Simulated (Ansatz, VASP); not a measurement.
Two plane-wave programs on SiGe

Contents of POSCAR:

```
SiGe
1.0
    3.9044512986      0.0000000000      0.0000000000
   -1.9522256493      3.3813540124      0.0000000000
    0.0000000000      0.0000000000      6.2895134250
Si Ge
2 2
Direct
    0.6666666667      0.3333333333      0.8746070000
    0.3333333333      0.6666666667      0.3746070000
    0.6666666667      0.3333333333      0.5003920000
    0.3333333333      0.6666666667      0.0003920000
```

INCAR.step1

```
SYSTEM = SiGe
ALGO     = Normal         ! electronic algorithm
EDIFF    = 1E-4           ! SCF threshold, eV
ENCUT    = 520            ! plane-wave cutoff, eV
GGA      = PE             ! functional
ISMEAR   = 0              ! smearing method
LASPH    = .TRUE.         ! aspherical terms in the spheres
LCHARG   = .FALSE.        ! write CHGCAR
LREAL    = .FALSE.        ! projectors in reciprocal space
LWAVE    = .TRUE.         ! write WAVECAR
NBANDS   = 26             ! bands
NELM     = 100            ! most SCF steps
PREC     = Accurate       ! precision mode
SIGMA    = 0.05           ! smearing width, eV
```

File INCAR.step2:

```
SYSTEM = SiGe
ALGO     = Normal         ! electronic algorithm
EDIFF    = 1E-6           ! SCF threshold, eV
ENCUT    = 520            ! plane-wave cutoff, eV
ISIF     = 2              ! what is computed and relaxed
ISMEAR   = 0              ! smearing method
ISTART   = 1            
LASPH    = .TRUE.         ! aspherical terms in the spheres
LCHARG   = .FALSE.        ! write CHGCAR
LMIXTAU  = .TRUE.       
LREAL    = .FALSE.        ! projectors in reciprocal space
LWAVE    = .FALSE.        ! write WAVECAR
METAGGA  = R2SCAN         ! meta-GGA
NBANDS   = 26             ! bands
NELM     = 100            ! most SCF steps
PREC     = Accurate       ! precision mode
SIGMA    = 0.05           ! smearing width, eV
```

KPOINTS

```
k-points
0
G
  12 12 4
  0 0 0
```

Input for Ansatz:

```yaml
crystal:
  lattice:
    - [3.9044512986, 0.0, 0.0]
    - [-1.9522256493, 3.3813540124, 0.0]
    - [0.0, 0.0, 6.289513425]
  atoms:
    - { symbol: Si, position: [0.6666666667, 0.3333333333, 0.874607] }
    - { symbol: Si, position: [0.3333333333, 0.6666666667, 0.374607] }
    - { symbol: Ge, position: [0.6666666667, 0.3333333333, 0.500392] }
    - { symbol: Ge, position: [0.3333333333, 0.6666666667, 0.000392] }
basis:
  ecutwfc: 500
kpoints:
  mp_grid: { grid: [12, 12, 4] }
hamiltonian:
  xc: r2scan
scf:
  occupations: { method: gaussian, width: 0.05 }
output:
  forces: true
  stress: true
  eigenvalues: true
```

Change from the starting cell: strain +0.000 along x and y, -0.025 along z, atoms carried along.

Alike in both runs: task single point; functional r2SCAN; k mesh 12 × 12 × 4; occupations gaussian, width 0.05 eV; no spin polarisation.

|  | VASP | Ansatz |
| --- | --- | --- |
| version | VASP 6.6.1 | Ansatz 0.2.0 |
| potentials or method | VASP PAW PBE potentials, release 64 (Si, Ge_d), cutoff 520 eV | scalar-relativistic, plane waves, PAW |
| valence electrons in the cell | 36 | 36 |

|  | VASP | Ansatz | Ansatz less VASP |
| --- | --- | --- | --- |
| gap on the k mesh at the Fermi level (eV) | 0.49 | 0.49 | 0.000 |
| least direct gap on the mesh (eV) | 0.56 | 0.57 | +0.008 |
| pressure (GPa) | 2.4 | 2.4 | +0.05 |
| traceless stress, the component that is largest in VASP (GPa) | 4.12 | 4.12 | +0.001 |
| rms of the force components (eV/Å) | 0.154 | 0.155 | +0.0003 |

VASP's potentials were made for PBE, not for r2SCAN. Atom by atom the forces differ by 0.000 eV/Å (rms over components). The functional is the same, so the differences come from potentials, cutoffs and numerics.
